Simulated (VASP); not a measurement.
# ZnS (F-43m) in VASP: single point with LDA

Aim: the single point of ZnS with LDA.

All numbers are computed with VASP 6.6.1; they aren't measurements. Logs are shortened: lines on timing, memory, paths and dates and some standing lists are left out, and cuts for length are marked.

### 1 The cell of the first run

It takes space group F-43m (No. 216, cubic). The conventional cell has a = 5.409 Å, b = 5.409 Å, c = 5.409 Å, α = 90.00°, β = 90.00°, γ = 90.00°. Zn (site symmetry -43m) has 4 S at 2.34 Å within 3.1 Å. Within 3.1 Å of S (site symmetry -43m) lie 4 Zn at 2.34 Å.

### 2 Single point, LDA

The input, INCAR:

```
PREC = Accurate
ENCUT = 520
EDIFF = 1E-6
ISMEAR = 0
SIGMA = 0.05
LREAL = False
LASPH = True
NELM = 80
ALGO = Normal
ISIF = 2
LWAVE = False
LCHARG = False
GGA = CA
NBANDS = 46
```

The input, KPOINTS:

```
Automatic mesh
0
Gamma
  6 6 6
```

The input, POSCAR:

```
ZnS
1.0
    5.4093000000      0.0000000000      0.0000000000
    0.0000000000     -5.4093000000      0.0000000000
    0.0000000000      0.0000000000     -5.4093000000
Zn S
4 4
Direct
    0.0000000000      0.5000000000      0.5000000000
    0.5000000000      0.0000000000      0.5000000000
    0.5000000000      0.5000000000      0.0000000000
    0.0000000000      0.0000000000      0.0000000000
    0.7500000000      0.7500000000      0.7500000000
    0.2500000000      0.2500000000      0.7500000000
    0.2500000000      0.7500000000      0.2500000000
    0.7500000000      0.2500000000      0.2500000000
```

Potentials or basis: VASP PAW LDA potentials, release 64 (Zn, S).

Command:

```bash
cat potpaw_LDA.64/Zn/POTCAR potpaw_LDA.64/S/POTCAR > POTCAR
mpirun -np 1 vasp_std > vasp.out
```

OUTCAR:

```text
PREC = Accurate
   ENCUT = 520
   EDIFF = 1E-6
   ISMEAR = 0
   LREAL = False
   LASPH = True
   NELM = 80
   ISIF = 2
   GGA = CA

 ion  position               nearest neighbor table
   1  0.000  0.500  0.500-   5 2.34   6 2.34   7 2.34   8 2.34
   2  0.500  0.000  0.500-   5 2.34   6 2.34   7 2.34   8 2.34
   3  0.500  0.500  0.000-   5 2.34   6 2.34   7 2.34   8 2.34
   4  0.000  0.000  0.000-   5 2.34   6 2.34   7 2.34   8 2.34
   5  0.750  0.750  0.750-   1 2.34   2 2.34   3 2.34   4 2.34
   6  0.250  0.250  0.750-   1 2.34   2 2.34   3 2.34   4 2.34
   7  0.250  0.750  0.250-   1 2.34   2 2.34   3 2.34   4 2.34
   8  0.750  0.250  0.250-   1 2.34   2 2.34   3 2.34   4 2.34

  LATTYP: Found a simple cubic cell.
 ALAT       =     5.4093000000

  Lattice vectors:

 A1 = (   5.4093000000,   0.0000000000,   0.0000000000)
 A2 = (   0.0000000000,  -5.4093000000,   0.0000000000)
 A3 = (   0.0000000000,   0.0000000000,  -5.4093000000)

Analysis of symmetry for initial positions (statically):
=====================================================================
 Subroutine PRICEL returns following result:

  LATTYP: Found a face centered cubic cell.
 ALAT       =     5.4093000000

  Lattice vectors:

 A1 = (   2.7046500000,   2.7046500000,   0.0000000000)
 A2 = (   2.7046500000,   0.0000000000,  -2.7046500000)
 A3 = (   0.0000000000,   2.7046500000,  -2.7046500000)

   4 primitive cells build up your supercell.

 Routine SETGRP: Setting up the symmetry group for a
 simple cubic supercell.

 Subroutine GETGRP returns: Found 24 space group operations
 (whereof 24 operations were pure point group operations)
 out of a pool of 48 trial point group operations.

The static configuration has the point symmetry T_d .

Analysis of symmetry for dynamics (positions and initial velocities):
=====================================================================
 Subroutine PRICEL returns following result:

  LATTYP: Found a face centered cubic cell.
 ALAT       =     5.4093000000

  Lattice vectors:

 A1 = (   2.7046500000,   2.7046500000,   0.0000000000)
 A2 = (   2.7046500000,   0.0000000000,  -2.7046500000)
 A3 = (   0.0000000000,   2.7046500000,  -2.7046500000)

   4 primitive cells build up your supercell.

 Routine SETGRP: Setting up the symmetry group for a
 simple cubic supercell.

 Subroutine GETGRP returns: Found 24 space group operations
 (whereof 24 operations were pure point group operations)
 out of a pool of 48 trial point group operations.

The dynamic configuration has the point symmetry T_d .

 Subroutine INISYM returns: Found 24 space group operations
 (whereof 24 operations are pure point group operations),
 and found     4 'primitive' translations

----------------------------------------------------------------------------------------

                                     Primitive cell

  volume of cell :      39.5697

  direct lattice vectors                    reciprocal lattice vectors
     2.704650000  2.704650000  0.000000000     0.184866803  0.184866803  0.184866803
     2.704650000  0.000000000 -2.704650000     0.184866803 -0.184866803 -0.184866803
     0.000000000  2.704650000 -2.704650000    -0.184866803  0.184866803 -0.184866803

  length of vectors
     3.824952711  3.824952711  3.824952711     0.320198696  0.320198696  0.320198696

  position of ions in fractional coordinates (direct lattice)
     0.000000000  0.000000000  0.000000000
     0.250000000  0.250000000  0.250000000

  ion indices of the primitive-cell ions
   primitive index   ion index
                 1           1
                 2           5

----------------------------------------------------------------------------------------

 KPOINTS: Automatic mesh

Automatic generation of k-mesh.
 Grid dimensions read from file:
 generate k-points for:    6    6    6

 Generating k-lattice:

  Cartesian coordinates                     Fractional coordinates (reciprocal lattice)
     0.030811134  0.000000000  0.000000000     0.166666667  0.000000000  0.000000000
     0.000000000 -0.030811134  0.000000000     0.000000000  0.166666667  0.000000000
     0.000000000  0.000000000 -0.030811134     0.000000000  0.000000000  0.166666667

  Length of vectors
     0.030811134  0.030811134  0.030811134

  Shift w.r.t. Gamma in fractional coordinates (k-lattice)
     0.000000000  0.000000000  0.000000000

 Subroutine IBZKPT returns following result:
 ===========================================

 Found     20 irreducible k-points:

 Following reciprocal coordinates:
            Coordinates               Weight
  0.000000  0.000000  0.000000      1.000000
  0.166667  0.000000  0.000000      6.000000
  0.333333  0.000000  0.000000      6.000000
  0.500000  0.000000  0.000000      3.000000
  0.166667  0.166667  0.000000     12.000000
  0.333333  0.166667  0.000000     24.000000
[... 12 lines left out ...]
  0.500000  0.500000  0.333333      6.000000
  0.500000  0.500000  0.500000      1.000000
   k-points           NKPTS =     20   k-points in BZ     NKDIM =     20   number of bands    NBANDS=     46
   number of dos      NEDOS =    301   number of ions     NIONS =      8
   total plane-waves  NPLWV =  64000
   dimension x,y,z NGX =    40 NGY =   40 NGZ =   40
   dimension x,y,z NGXF=    80 NGYF=   80 NGZF=   80
   ions per type =               4   4
   NGX,Y,Z   is equivalent  to a cutoff of  12.29, 12.29, 12.29 a.u.
   NGXF,Y,Z  is equivalent  to a cutoff of  24.59, 24.59, 24.59 a.u.
 SYSTEM =  unknown system
   PREC   = accura    normal or accurate (medium, high low for compatibility)
   ISTART =      0    job   : 0-new  1-cont  2-samecut
   ICHARG =      2    charge: 1-file 2-atom 10-const
   ISPIN  =      1    spin polarized calculation?
   LNONCOLLINEAR =      F non collinear calculations
   LSORBIT =      F    spin-orbit coupling
   LASPH  =      T    aspherical Exc in radial PAW
   ENCUT  =  520.0 eV  38.22 Ry    6.18 a.u.  10.06 10.06 10.06*2*pi/ulx,y,z
   NELM   =     80;   NELMIN=  2; NELMDL= -5     # of ELM steps
   EDIFF  = 0.1E-05   stopping-criterion for ELM
   LREAL  =      F    real-space projection
   EDIFFG = 0.1E-04   stopping-criterion for IOM
   NSW    =      0    number of steps for IOM
   IBRION =     -1    ionic relax: 0-MD 1-quasi-New 2-CG
   NFREE  =      0    steps in history (QN), initial steepest desc. (CG)
   ISIF   =      2    stress and relaxation
   ISYM   =      2    0-nonsym 1-usesym 2-fastsym
   POTIM  = 0.5000    time-step for ionic-motion
   TEBEG  =    0.0;   TEEND  =   0.0 temperature during run
   PSTRESS=    0.0 pullay stress
   NELECT =      72.0000    total number of electrons
   NUPDOWN=      -1.0000    fix difference up-down
   EMIN   =  10.00;   EMAX   =-10.00  energy-range for DOS
   EFERMI =   0.00;   METHOD = LEGACY
   ISMEAR =     0;   SIGMA  =   0.05  broadening in eV -4-tet -1-fermi 0-gaus
   EFERMI_NEDOS =   21; number of points for ismear=-14 and -15
   IALGO  =     38    algorithm
   IMIX   =      4    mixing-type and parameters
     AMIX     =   0.40;   BMIX     =  1.00
     AMIX_MAG =   1.60;   BMIX_MAG =  1.00
  volume/ion in A,a.u.               =      19.78       133.51
  Fermi-wavevector in a.u.,A,eV,Ry     =   1.259055  2.379268 21.568210  1.585219
  Thomas-Fermi vector in A             =   2.392634
   LORBIT       =      0    0 simple, 1 ext, 2 COOP (PROOUT), +10 PAW based schemes
   GGA     = CA    functional components
   LHFCALC =     F    Hartree Fock is set to
   AEXX    =    0.0000 exact exchange contribution
   IVDW    =     0    specifies the selected vdW correction
   LEPSILON=     F    determine dielectric tensor
   LRPA    =     F    only Hartree local field effects (RPA)
 non-spin polarized calculation
 Gauss-broadening in eV      SIGMA  =   0.05
  energy-cutoff  :      520.00
  volume of cell :      158.28
 maximum number of plane-waves:      4337
   NGX = 21   NGY = 21   NGZ = 21

 number of electron      72.0000039 magnetization

 Free energy of the ion-electron system (eV)
  ---------------------------------------------------
  ext. energy  EPLUGINS =         0.00000000
  ---------------------------------------------------
  free energy    TOTEN  =       -32.69584163 eV

  energy without entropy =      -32.69584163  energy(sigma->0) =      -32.69584163

 E-fermi :   2.1672     XC(G=0): -10.0257

 val. band max:        1.8969405037   @ k =   0.0000   0.0000   0.0000
 cond. band min:       3.7731296963   @ k =   0.0000   0.0000   0.0000
 fundamental gap:      1.8761891926
 Fermi energy:         2.1672379714

 k-point     1 :       0.0000    0.0000    0.0000
  band No.  band energies     occupation
      1     -11.1912      2.00000
      2      -9.9264      2.00000
      3      -9.9264      2.00000
      4      -9.9264      2.00000
      5      -4.6044      2.00000
      6      -4.6044      2.00000
[... 38 lines left out ...]
     45       8.1528      0.00000
     46       8.1528      0.00000

 k-point     2 :       0.1667    0.0000    0.0000
  band No.  band energies     occupation
      1     -11.1196      2.00000
      2     -10.0280      2.00000
      3      -9.9249      2.00000
      4      -9.9249      2.00000
      5      -4.6109      2.00000
      6      -4.5966      2.00000
[... 38 lines left out ...]
     45       8.4464      0.00000
     46       8.4464      0.00000

 k-point     3 :       0.3333    0.0000    0.0000
  band No.  band energies     occupation
      1     -10.9163      2.00000
      2     -10.2903      2.00000
      3      -9.9220      2.00000
      4      -9.9220      2.00000
      5      -4.6261      2.00000
      6      -4.6167      2.00000
[... 38 lines left out ...]
     45       9.2223      0.00000
     46       9.2223      0.00000

 k-point     4 :       0.5000    0.0000    0.0000
  band No.  band energies     occupation
      1     -10.6178      2.00000
      2     -10.6178      2.00000
      3      -9.9205      2.00000
      4      -9.9205      2.00000
      5      -4.6311      2.00000
      6      -4.6311      2.00000
[... 724 lines left out ...]
     45       9.0602      0.00000
     46       9.0602      0.00000

 k-point    19 :       0.5000    0.5000    0.3333
  band No.  band energies     occupation
      1     -10.2516      2.00000
      2     -10.2516      2.00000
      3     -10.2516      2.00000
      4     -10.2516      2.00000
      5      -4.4755      2.00000
      6      -4.4755      2.00000
[... 38 lines left out ...]
     45       8.8725      0.00000
     46       8.8725      0.00000

 k-point    20 :       0.5000    0.5000    0.5000
  band No.  band energies     occupation
      1     -10.2445      2.00000
      2     -10.2445      2.00000
      3     -10.2445      2.00000
      4     -10.2445      2.00000
      5      -4.4765      2.00000
      6      -4.4765      2.00000
[... 38 lines left out ...]
     45       8.6900      0.00000
     46       8.6900      0.00000

------------------------ aborting loop because EDIFF is reached ----------------------------------------

  FORCE on cell =-STRESS in cart. coord.  units (eV):
  Direction    XX          YY          ZZ          XY          YZ          ZX
  --------------------------------------------------------------------------------------
  -------------------------------------------------------------------------------------
  Total       -4.4981245     -4.4981245     -4.4981245     -0.0000000      0.0000000     -0.0000000
  in kB      -45.5322230    -45.5322230    -45.5322230     -0.0000000      0.0000000     -0.0000000
  external PRESSURE =     -45.5322230 kB  Pullay stress =       0.0000000 kB

 VOLUME and BASIS-vectors are now :
 -----------------------------------------------------------------------------
  energy-cutoff  :      520.00
  volume of cell :      158.28
      direct lattice vectors                 reciprocal lattice vectors
     5.409300000  0.000000000  0.000000000     0.184866803  0.000000000  0.000000000
     0.000000000 -5.409300000  0.000000000     0.000000000 -0.184866803  0.000000000
     0.000000000  0.000000000 -5.409300000     0.000000000  0.000000000 -0.184866803

 POSITION                                       TOTAL-FORCE (eV/Angst)
 -----------------------------------------------------------------------------------
      0.00000     -2.70465     -2.70465         0.000000     -0.000000      0.000000
      2.70465      0.00000     -2.70465        -0.000000     -0.000000      0.000000
      2.70465     -2.70465      0.00000         0.000000      0.000000      0.000000
      0.00000      0.00000      0.00000        -0.000000     -0.000000      0.000000
      4.05697     -4.05697     -4.05697        -0.000000      0.000000     -0.000000
      1.35232     -1.35232     -4.05697        -0.000000      0.000000     -0.000000
      1.35232     -4.05697     -1.35232        -0.000000      0.000000     -0.000000
      4.05697     -1.35232     -1.35232        -0.000000      0.000000     -0.000000
 -----------------------------------------------------------------------------------
    total drift:                               -0.000000     -0.000000      0.000000

  FREE ENERGIE OF THE ION-ELECTRON SYSTEM (eV)
  ---------------------------------------------------
  free  energy   TOTEN  =       -32.6958416277 eV

  energy  without entropy=      -32.6958416277  energy(sigma->0) =      -32.69584163
```

It took 2.2 min on 1 thread of AMD EPYC 7R13, shared host; peak memory 0.24 GiB.

What came out:

```
Free energy            : -32.6958 eV
Pressure               : -4.6 GPa
Band gap on the k mesh : 1.88 eV
```

Levels at points of the mesh, in eV from the valence-band top:
```csv
k point,band 34,band 35,band 36,band 37,band 38,band 39
"(0.00, 0.00, 0.00)",0.00,0.00,0.00,1.88,3.20,3.20
"(0.50, 0.00, 0.00)",-1.25,-1.25,-1.25,4.28,4.28,4.42
"(0.50, 0.50, 0.00)",-0.91,-0.91,-0.91,4.67,4.67,4.67
"(0.50, 0.50, 0.50)",-0.87,-0.87,-0.87,3.11,3.11,3.11
```

Caveat: the cell stands under tension.
